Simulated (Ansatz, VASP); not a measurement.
# Be3CdSe4: VASP beside Ansatz

INCAR

```
SYSTEM = Be3CdSe4
PREC     = Accurate       ! precision mode
ENCUT    = 600            ! plane-wave cutoff, eV
EDIFF    = 1E-6           ! SCF threshold, eV
ISMEAR   = 0              ! smearing method
SIGMA    = 0.1            ! smearing width, eV
LREAL    = .FALSE.        ! projectors in reciprocal space
LASPH    = .TRUE.         ! aspherical terms in the spheres
NELM     = 120            ! most SCF steps
ALGO     = Normal         ! electronic algorithm
ISIF     = 2              ! what is computed and relaxed
LWAVE    = .FALSE.        ! write WAVECAR
LCHARG   = .TRUE.         ! write CHGCAR
GGA      = PE             ! functional
LELF     = .TRUE.         ! ELF
LVHAR    = .TRUE.       
NBANDS   = 31             ! bands
GGA_COMPAT= .FALSE.
```

KPOINTS

```
regular mesh
0
G
  4 4 4
  0 0 0
```

Contents of POSCAR:

```
Be3CdSe4
1.0
    5.4352108023      0.0000000000      0.0000000000
    0.0000000000      5.4352108023      0.0000000000
    0.0000000000      0.0000000000      5.4352108023
Be Cd Se
3 1 4
Direct
    0.5000000000      0.5000000000      0.0000000000
    0.5000000000      0.0000000000      0.5000000000
    0.0000000000      0.5000000000      0.5000000000
    0.0000000000      0.0000000000      0.0000000000
    0.2715827849      0.2715827849      0.7284172151
    0.2715827849      0.7284172151      0.2715827849
    0.7284172151      0.7284172151      0.7284172151
    0.7284172151      0.2715827849      0.2715827849
```

Input for Ansatz:

```yaml
crystal:
  lattice:
    - [5.4352108023, 0.0, 0.0]
    - [0.0, 5.4352108023, 0.0]
    - [0.0, 0.0, 5.4352108023]
  atoms:
    - { symbol: Be, position: [0.5, 0.5, 0.0] }
    - { symbol: Be, position: [0.5, 0.0, 0.5] }
    - { symbol: Be, position: [0.0, 0.5, 0.5] }
    - { symbol: Cd, position: [0.0, 0.0, 0.0] }
    - { symbol: Se, position: [0.2715827849, 0.2715827849, 0.7284172151] }
    - { symbol: Se, position: [0.2715827849, 0.7284172151, 0.2715827849] }
    - { symbol: Se, position: [0.7284172151, 0.7284172151, 0.7284172151] }
    - { symbol: Se, position: [0.7284172151, 0.2715827849, 0.2715827849] }
basis:
  ecutwfc: 420
kpoints:
  mp_grid: { grid: [4, 4, 4] }
hamiltonian:
  xc: pbe
scf:
  occupations: { method: gaussian, width: 0.1 }
  lower_state_search: "off"
output:
  forces: true
  stress: true
  eigenvalues: true
```

Change from the starting cell: species swapped into the VFe3Si4 type (R3, No. 146).

Alike in both runs: task single point; functional PBE; k mesh 4 × 4 × 4; occupations gaussian, width 0.1 eV; no spin polarisation.

|  | VASP | Ansatz |
| --- | --- | --- |
| version | VASP 6.6.1 | Ansatz 0.2.0 |
| potentials or method | VASP PAW PBE potentials, release 64 (Be, Cd, Se), cutoff 600 eV | scalar-relativistic, plane waves, PAW |
| valence electrons in the cell | 42 | 90 |

|  | VASP | Ansatz | Ansatz less VASP |
| --- | --- | --- | --- |
| gap on the k mesh at the Fermi level (eV) | 2.66 | 2.66 | -0.006 |
| least direct gap on the mesh (eV) | 2.66 | 2.66 | -0.006 |
| pressure (GPa) | 0.7 | 0.4 | -0.23 |
| rms of the force components (eV/Å) | 0.073 | 0.059 | -0.0138 |

Atom by atom the forces differ by 0.014 eV/Å (rms over components). VASP's potentials hold 42 valence electrons a cell and Ansatz's 90, so a difference there can come from the potentials and not from the codes.
